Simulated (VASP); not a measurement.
# GaS5 (P-62m) in VASP: relaxation of cell and atoms with PBE

Aim: the relaxation of cell and atoms of GaS5 with PBE.

Everything below comes from runs of VASP 6.6.1. Logs are shortened: lines on timing, memory, paths and dates and some standing lists are left out, and cuts for length are marked.

## 1. The cell of the first run

The structure is hexagonal, space group P-62m (No. 189). Conventional cell: a = 5.953 Å, b = 5.953 Å, c = 3.447 Å, α = 90.00°, β = 90.00°, γ = 120.00°. Ga (site symmetry -62m) has 12 S at 2.65 to 3.44 Å and 2 Ga at 3.45 Å within 3.5 Å. S (site symmetry m2m) has 12 S at 2.62 to 3.48 Å and 2 Ga at 2.65 Å within 3.5 Å. S (site symmetry -6) has 11 S at 2.62 to 3.45 Å and 3 Ga at 3.44 Å within 3.5 Å.

The cell was generated, and may not be a known phase.

## 2. Relaxation of cell and atoms, PBE

INCAR reads:

```
SYSTEM = GaS5
PREC = Accurate
ENCUT = 600
EDIFF = 1E-6
ISMEAR = 0
SIGMA = 0.1
LREAL = .FALSE.
LASPH = .TRUE.
NELM = 100
ALGO = Normal
ISIF = 3
LWAVE = .FALSE.
LCHARG = .FALSE.
GGA = PE
IBRION = 2
NSW = 100
EDIFFG = -0.01
```

KPOINTS reads:

```
regular mesh
0
G
  6 6 12
  0 0 0
```

POSCAR reads:

```
GaS5
1.0
    5.9531798536      0.0000000000      0.0000000000
   -2.9765899268      5.1556049865      0.0000000000
    0.0000000000      0.0000000000      3.4470546727
Ga S
1 5
Direct
    0.0000000000      0.0000000000      0.5000000000
    0.0000000000      0.3372064641      0.0000000000
    0.6627935359      0.6627935359      0.0000000000
    0.3372064641      0.0000000000      0.0000000000
    0.6666666667      0.3333333333      0.5000000000
    0.3333333333      0.6666666667      0.5000000000
```

Potentials or basis: VASP PAW PBE potentials, release 64 (Ga_d, S).

Command:

```sh
> cat potpaw_PBE.64/Ga_d/POTCAR potpaw_PBE.64/S/POTCAR > POTCAR
> mpirun -np 1 vasp_std > vasp.out
```

OUTCAR:

```text
SYSTEM = GaS5
   PREC = Accurate
   ENCUT = 600
   EDIFF = 1E-6
   ISMEAR = 0
   LREAL = .FALSE.
   LASPH = .TRUE.
   NELM = 100
   ISIF = 3
   GGA = PE
   IBRION = 2
   NSW = 100
   EDIFFG = -0.01

 ion  position               nearest neighbor table
   1  0.000  0.000  0.500-   2 2.65   3 2.65   2 2.65   3 2.65   4 2.65   4 2.65
   2  0.000  0.337  0.000-   5 2.62   5 2.62   6 2.62   6 2.62   1 2.65   1 2.65
   3  0.663  0.663  0.000-   5 2.62   5 2.62   6 2.62   6 2.62   1 2.65   1 2.65
   4  0.337  0.000  0.000-   6 2.62   6 2.62   5 2.62   5 2.62   1 2.65   1 2.65
   5  0.667  0.333  0.500-   2 2.62   2 2.62   4 2.62   4 2.62   3 2.62   3 2.62
   6  0.333  0.667  0.500-   4 2.62   4 2.62   2 2.62   2 2.62   3 2.62   3 2.62

  LATTYP: Found a hexagonal cell.
 ALAT       =     5.9531798536
 C/A-ratio  =     0.5790274706

  Lattice vectors:

 A1 = (   5.9531798536,   0.0000000000,   0.0000000000)
 A2 = (  -2.9765899268,   5.1556049865,   0.0000000000)
 A3 = (   0.0000000000,   0.0000000000,   3.4470546727)

Analysis of symmetry for initial positions (statically):
=====================================================================
 Subroutine PRICEL returns:
 Original cell was already a primitive cell.

 Routine SETGRP: Setting up the symmetry group for a
 hexagonal supercell.

 Subroutine GETGRP returns: Found 12 space group operations
 (whereof 12 operations were pure point group operations)
 out of a pool of 24 trial point group operations.

The static configuration has the point symmetry D_3h.

Analysis of symmetry for dynamics (positions and initial velocities):
=====================================================================
 Subroutine PRICEL returns:
 Original cell was already a primitive cell.

 Routine SETGRP: Setting up the symmetry group for a
 hexagonal supercell.

 Subroutine GETGRP returns: Found 12 space group operations
 (whereof 12 operations were pure point group operations)
 out of a pool of 24 trial point group operations.

The dynamic configuration has the point symmetry D_3h.

 Subroutine INISYM returns: Found 12 space group operations
 (whereof 12 operations are pure point group operations),
 and found     1 'primitive' translations

----------------------------------------------------------------------------------------

                                     Primitive cell

  volume of cell :     105.7978

  direct lattice vectors                    reciprocal lattice vectors
     5.953179854  0.000000000  0.000000000     0.167977455  0.096981829  0.000000000
    -2.976589927  5.155604987  0.000000000     0.000000000  0.193963658  0.000000000
     0.000000000  0.000000000  3.447054673     0.000000000  0.000000000  0.290102738

  length of vectors
     5.953179854  5.953179854  3.447054673     0.193963658  0.193963658  0.290102738

  position of ions in fractional coordinates (direct lattice)
     0.000000000  0.000000000  0.500000000
     0.000000000  0.337206464  0.000000000
     0.662793536  0.662793536  0.000000000
     0.337206464  0.000000000  0.000000000
     0.666666667  0.333333333  0.500000000
     0.333333333  0.666666667  0.500000000

  ion indices of the primitive-cell ions
   primitive index   ion index
                 1           1
                 2           2
                 3           3
                 4           4
                 5           5
                 6           6

----------------------------------------------------------------------------------------

 KPOINTS: regular mesh

Automatic generation of k-mesh.
 Grid dimensions read from file:
 generate k-points for:    6    6   12

 Generating k-lattice:

  Cartesian coordinates                     Fractional coordinates (reciprocal lattice)
     0.027996242  0.016163638  0.000000000     0.166666667  0.000000000  0.000000000
     0.000000000  0.032327276  0.000000000     0.000000000  0.166666667  0.000000000
     0.000000000  0.000000000  0.024175228     0.000000000  0.000000000  0.083333333

  Length of vectors
     0.032327276  0.032327276  0.024175228

  Shift w.r.t. Gamma in fractional coordinates (k-lattice)
     0.000000000  0.000000000  0.000000000

 Subroutine IBZKPT returns following result:
 ===========================================

 Found     49 irreducible k-points:

 Following reciprocal coordinates:
            Coordinates               Weight
  0.000000  0.000000  0.000000      1.000000
  0.166667  0.000000  0.000000      6.000000
  0.333333  0.000000  0.000000      6.000000
  0.500000  0.000000  0.000000      3.000000
  0.166667  0.166667  0.000000      6.000000
  0.333333  0.166667  0.000000     12.000000
[... 16 lines left out ...]
  0.166667  0.000000  0.250000     12.000000
  0.333333  0.000000  0.250000     12.000000
 [... further k-points ...]
   k-points           NKPTS =     49   k-points in BZ     NKDIM =     49   number of bands    NBANDS=     25
   number of dos      NEDOS =    301   number of ions     NIONS =      6
   total plane-waves  NPLWV =  64512
   dimension x,y,z NGX =    48 NGY =   48 NGZ =   28
   dimension x,y,z NGXF=    96 NGYF=   96 NGZF=   56
   ions per type =               1   5
   NGX,Y,Z   is equivalent  to a cutoff of  13.40, 13.40, 13.50 a.u.
   NGXF,Y,Z  is equivalent  to a cutoff of  26.81, 26.81, 27.01 a.u.
 SYSTEM =  GaS5
   PREC   = accura    normal or accurate (medium, high low for compatibility)
   ISTART =      0    job   : 0-new  1-cont  2-samecut
   ICHARG =      2    charge: 1-file 2-atom 10-const
   ISPIN  =      1    spin polarized calculation?
   LNONCOLLINEAR =      F non collinear calculations
   LSORBIT =      F    spin-orbit coupling
   LASPH  =      T    aspherical Exc in radial PAW
   ENCUT  =  600.0 eV  44.10 Ry    6.64 a.u.  11.89 11.89  6.88*2*pi/ulx,y,z
   NELM   =    100;   NELMIN=  2; NELMDL= -5     # of ELM steps
   EDIFF  = 0.1E-05   stopping-criterion for ELM
   LREAL  =      F    real-space projection
   EDIFFG = -.1E-01   stopping-criterion for IOM
   NSW    =    100    number of steps for IOM
   IBRION =      2    ionic relax: 0-MD 1-quasi-New 2-CG
   NFREE  =      1    steps in history (QN), initial steepest desc. (CG)
   ISIF   =      3    stress and relaxation
   ISYM   =      2    0-nonsym 1-usesym 2-fastsym
   POTIM  = 0.5000    time-step for ionic-motion
   TEBEG  =    0.0;   TEEND  =   0.0 temperature during run
   PSTRESS=    0.0 pullay stress
   NELECT =      43.0000    total number of electrons
   NUPDOWN=      -1.0000    fix difference up-down
   EMIN   =  10.00;   EMAX   =-10.00  energy-range for DOS
   EFERMI =   0.00;   METHOD = LEGACY
   ISMEAR =     0;   SIGMA  =   0.10  broadening in eV -4-tet -1-fermi 0-gaus
   EFERMI_NEDOS =   21; number of points for ismear=-14 and -15
   IALGO  =     38    algorithm
   IMIX   =      4    mixing-type and parameters
     AMIX     =   0.40;   BMIX     =  1.00
     AMIX_MAG =   1.60;   BMIX_MAG =  1.00
  volume/ion in A,a.u.               =      17.63       118.99
  Fermi-wavevector in a.u.,A,eV,Ry     =   1.212659  2.291593 20.007938  1.470542
  Thomas-Fermi vector in A             =   2.348136
   LORBIT       =      0    0 simple, 1 ext, 2 COOP (PROOUT), +10 PAW based schemes
   GGA     = PE    functional components
   LHFCALC =     F    Hartree Fock is set to
   AEXX    =    0.0000 exact exchange contribution
   IVDW    =     0    specifies the selected vdW correction
   LEPSILON=     F    determine dielectric tensor
   LRPA    =     F    only Hartree local field effects (RPA)
 conjugate gradient relaxation of ions
 non-spin polarized calculation
 Gauss-broadening in eV      SIGMA  =   0.10
  energy-cutoff  :      600.00
  volume of cell :      105.80
 maximum number of plane-waves:      3564
 NGX is ok and might be reduce to    48
   NGX = 23   NGY = 23   NGZ = 13

--------------------------------------- Ionic step        1  -------------------------------------------

 number of electron      43.0000006 magnetization

 Free energy of the ion-electron system (eV)
  ---------------------------------------------------
  ext. energy  EPLUGINS =         0.00000000
  ---------------------------------------------------
  free energy    TOTEN  =       -20.37411321 eV

  energy without entropy =      -20.35412073  energy(sigma->0) =      -20.36411697

------------------------ aborting loop because EDIFF is reached ----------------------------------------

  FORCE on cell =-STRESS in cart. coord.  units (eV):
  Direction    XX          YY          ZZ          XY          YZ          ZX
  --------------------------------------------------------------------------------------
  -------------------------------------------------------------------------------------
  Total        0.2116619      0.2116619     -0.0349943      0.0000000      0.0000000      0.0000000
  in kB        3.2053576      3.2053576     -0.5299450      0.0000000      0.0000000      0.0000000
  external PRESSURE =       1.9602567 kB  Pullay stress =       0.0000000 kB
[... 265 lines left out ...]
  energy  without entropy=      -20.3563879700  energy(sigma->0) =      -20.36603015

--------------------------------------- Ionic step        8  -------------------------------------------

 number of electron      43.0000006 magnetization

 Free energy of the ion-electron system (eV)
  ---------------------------------------------------
  ext. energy  EPLUGINS =         0.00000000
  ---------------------------------------------------
  free energy    TOTEN  =       -20.37591368 eV

  energy without entropy =      -20.35610886  energy(sigma->0) =      -20.36601127

 E-fermi :   6.3010     XC(G=0): -10.5761

 val. band max:        6.2928414006   @ k =   0.1667   0.0000   0.2500
 cond. band min:       6.3251559612   @ k =   0.1667   0.0000   0.0000
 fundamental gap:      0.0323145605
 Fermi energy:         6.3010049339

 k-point     1 :       0.0000    0.0000    0.0000
  band No.  band energies     occupation
      1      -9.8664      2.00000
      2      -8.5333      2.00000
      3      -8.5333      2.00000
      4      -8.5016      2.00000
      5      -8.4622      2.00000
      6      -8.4622      2.00000
[... 661 lines left out ...]
     24       7.3343      0.00000
     25       7.9024      0.00000

 [... further k-points ...]

------------------------ aborting loop because EDIFF is reached ----------------------------------------

  FORCE on cell =-STRESS in cart. coord.  units (eV):
  Direction    XX          YY          ZZ          XY          YZ          ZX
  --------------------------------------------------------------------------------------
  -------------------------------------------------------------------------------------
  Total       -0.0169812     -0.0169812     -0.0092882      0.0000000     -0.0000000      0.0000000
  in kB       -0.2562376     -0.2562376     -0.1401539      0.0000000     -0.0000000      0.0000000
  external PRESSURE =      -0.2175431 kB  Pullay stress =       0.0000000 kB
[... 21 lines left out ...]
  FREE ENERGIE OF THE ION-ELECTRON SYSTEM (eV)
  ---------------------------------------------------
  free  energy   TOTEN  =       -20.3759136794 eV

  energy  without entropy=      -20.3561088631  energy(sigma->0) =      -20.36601127

 reached required accuracy - stopping structural energy minimisation
```

Run time: 6.3 min. Hardware: 1 thread of AMD EPYC 9R45 (Zen 5), shared host; peak memory 0.3 GiB.

What came out:

| Property | Result |
| --- | --- |
| Free energy | -20.3759 eV |
| Relaxed volume | 17.70 Å³/atom |
| Relaxed cell | a = 5.973 Å, b = 5.973 Å, c = 3.436 Å, α = 90.00°, β = 90.00°, γ = 120.00° |
| Space group after relaxing (to 0.1 Å) | P-62m (No. 189) |
| Energy gained by relaxing | 0.3 meV/atom |
| Ionic steps | 8 |
| Pressure after relaxing | 0.0 GPa |
| Band gap on the k mesh | zero (an odd number of electrons rules out a gap without spin polarisation) |

The path:
| step | energy change (eV) | largest force (eV/Å) | pressure (GPa) | volume (Å³) |
| --- | --- | --- | --- | --- |
| 1 | 0.0000 | 0.0400 | 0.20 | 105.80 |
| 2 | -0.0007 | 0.0334 | 0.01 | 106.13 |
| 3 | -0.0009 | 0.0278 | -0.17 | 106.43 |
| 4 | -0.0013 | 0.0257 | -0.05 | 106.30 |
| 5 | -0.0014 | 0.0251 | 0.00 | 106.26 |
| 6 | -0.0014 | 0.0253 | 0.01 | 106.24 |
| 7 | -0.0016 | 0.0190 | 0.01 | 106.23 |
| 8 | -0.0018 | 0.0003 | -0.02 | 106.18 |

Final structure:
```
Ga S
1.0
     5.97332    0.00000    0.00000
    -2.98666    5.17305    0.00000
     0.00000    0.00000    3.43617
Ga S
1 5
Cartesian
  0.0000 0.0000 1.7181
  -0.9981 1.7287 3.4362
  1.9886 3.4443 0.0000
  1.9961 0.0000 0.0000
  2.9867 1.7243 1.7181
  0.0000 3.4487 1.7181
```

The gap in the log of VASP goes by the Fermi energy; the results here count the filled bands.